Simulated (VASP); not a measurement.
A run of VASP 6.6.1:

The input INCAR:

```
ALGO     = Normal         # electronic algorithm
EDIFF    = 1E-6           # SCF threshold, eV
ENCUT    = 520            # plane-wave cutoff, eV
GGA      = PS             # functional
ISIF     = 2              # what is computed and relaxed
ISMEAR   = -1             # smearing method
LASPH    = T              # aspherical terms in the spheres
LCHARG   = F              # write CHGCAR
LREAL    = Auto         
LWAVE    = F              # write WAVECAR
NBANDS   = 166            # bands
NELM     = 100            # most SCF steps
PREC     = Accurate       # precision mode
SIGMA    = 0.05           # smearing width, eV
```

The input KPOINTS:

```
Automatic mesh
0
Gamma
  1 1 1
  0.5 0.5 0.5
```

Contents of POSCAR:

```
Si15C
1.0
   10.6018311994      0.0000000000      0.0000000000
    0.0000000000     10.6018311994      0.0000000000
    0.0000000000      0.0000000000     10.6018311994
Si C
60 4
Direct
    0.0018050000      0.9951930000      0.9944410000
    0.9981950000      0.5004960000      0.0033460000
    0.9975160000      0.5005870000      0.4983830000
    0.4932030000      0.0021110000      0.9957990000
    0.4936110000      0.9973780000      0.5029580000
    0.5169340000      0.5156700000      0.0198020000
    0.5195610000      0.4846630000      0.4809880000
    0.1251900000      0.1226580000      0.1247090000
    0.1243570000      0.0969140000      0.6242060000
    0.1244730000      0.6339180000      0.1248890000
    0.1256190000      0.6245710000      0.6269730000
    0.6247580000      0.1303800000      0.1310420000
    0.6250680000      0.1307710000      0.6177970000
    0.6254910000      0.6275210000      0.6190090000
    0.2534020000      0.2445970000      0.9948190000
    0.2469620000      0.2407460000      0.5042920000
    0.2504100000      0.7581670000      0.9928590000
    0.2482910000      0.7574210000      0.5029870000
    0.7501520000      0.2501560000      0.0003340000
    0.7375650000      0.2661700000      0.4787400000
    0.7305320000      0.7269520000      0.0230220000
    0.7580100000      0.7583670000      0.5011700000
    0.3835290000      0.3768380000      0.1265020000
    0.3813920000      0.3728360000      0.6177070000
    0.3800060000      0.8686140000      0.1280070000
    0.3547840000      0.8925090000      0.6409620000
    0.8664170000      0.3763910000      0.1332930000
    0.8691400000      0.3733990000      0.6191060000
    0.8689140000      0.8683800000      0.1232940000
    0.8953610000      0.8937420000      0.6094600000
    0.2523110000      0.0006860000      0.2561940000
    0.2493620000      0.5008170000      0.2482190000
    0.2587130000      0.4996740000      0.7503050000
    0.7555640000      0.0002590000      0.2573960000
    0.7551760000      0.9999480000      0.7441380000
    0.7217170000      0.4995300000      0.2510010000
    0.7474570000      0.5003840000      0.7504850000
    0.3831670000      0.1332030000      0.3740150000
    0.3517520000      0.1057260000      0.8521840000
    0.3822170000      0.6234790000      0.3722100000
    0.3829700000      0.6256020000      0.8823440000
    0.8909600000      0.1127590000      0.3964580000
    0.8749710000      0.1253300000      0.8748390000
    0.8655400000      0.6221470000      0.3708970000
    0.8693900000      0.6285870000      0.8803790000
    0.9981980000      0.2443300000      0.2560870000
    0.0012060000      0.2416080000      0.7418900000
    0.9976290000      0.7565880000      0.2575000000
    0.0016190000      0.7587190000      0.7486990000
    0.5185480000      0.2705610000      0.2657310000
    0.4931760000      0.2441070000      0.7519060000
    0.5173010000      0.7299760000      0.2342350000
    0.4934140000      0.7552040000      0.7471950000
    0.1253840000      0.3727070000      0.3768100000
    0.1252970000      0.3733950000      0.8718480000
    0.1094590000      0.8947570000      0.3942290000
    0.1404690000      0.8921210000      0.8554080000
    0.6199990000      0.3769970000      0.8807650000
    0.6221680000      0.8688050000      0.3722380000
    0.6269140000      0.8684000000      0.8793910000
    0.0066570000      0.0022500000      0.5083360000
    0.6239400000      0.6153480000      0.1339050000
    0.2401530000      0.9991390000      0.7413000000
    0.6270520000      0.3818390000      0.3668830000
```

Potentials or basis: VASP PAW PBE potentials, release 64 (Si, C).

Launch:

```bash
$ cat potpaw_PBE.64/Si/POTCAR potpaw_PBE.64/C/POTCAR > POTCAR
$ mpirun -np 1 vasp_std > vasp.out
```

Hardware: 1 thread of Intel(R) Xeon(R) Platinum 8559C (Emerald Rapids), on a shared host.

Question: How long does it take, and how much memory?

Answer: It took 4 min on 1 thread of Intel(R) Xeon(R) Platinum 8559C (Emerald Rapids), with other jobs on the host, peak memory 0.96 GiB. Counts: scf iterations 16, k points 1.
